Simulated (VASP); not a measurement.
The system is SiNi.

```
Si Ni
1.0
     3.02662    0.00000    0.00000
     0.00000    3.27350    0.00000
     0.00000    0.00000    4.69776
Si Ni
2 2
Direct
  0.50000 0.50000 0.84230
  0.00000 0.00000 0.15770
  0.50000 0.50000 0.34422
  0.00000 0.00000 0.65578
```

Base run:

```yaml
Program: VASP 6.6.1
Functional: PBE
Potentials_or_basis: VASP PAW PBE potentials, release 64 (Si, Ni_sv_GW)
Cutoff: 690 eV
k_mesh: 8 × 6 × 6
Occupations: gaussian, width 0.1 eV
Spin: no spin polarisation
```

Its results: band gap on the k mesh zero (bands 22 and 23 overlap by 2.29 eV); pressure 0.7 GPa; largest force 0.166 eV/Å.

**Question.** The run is repeated on the same cell with these changes: k mesh from 8 × 6 × 6 to 6 × 6 × 4. What comes out?

**Answer.** Band gap on the k mesh zero (bands 22 and 23 overlap by 2.25 eV); pressure 0.0 GPa; largest force 0.136 eV/Å.
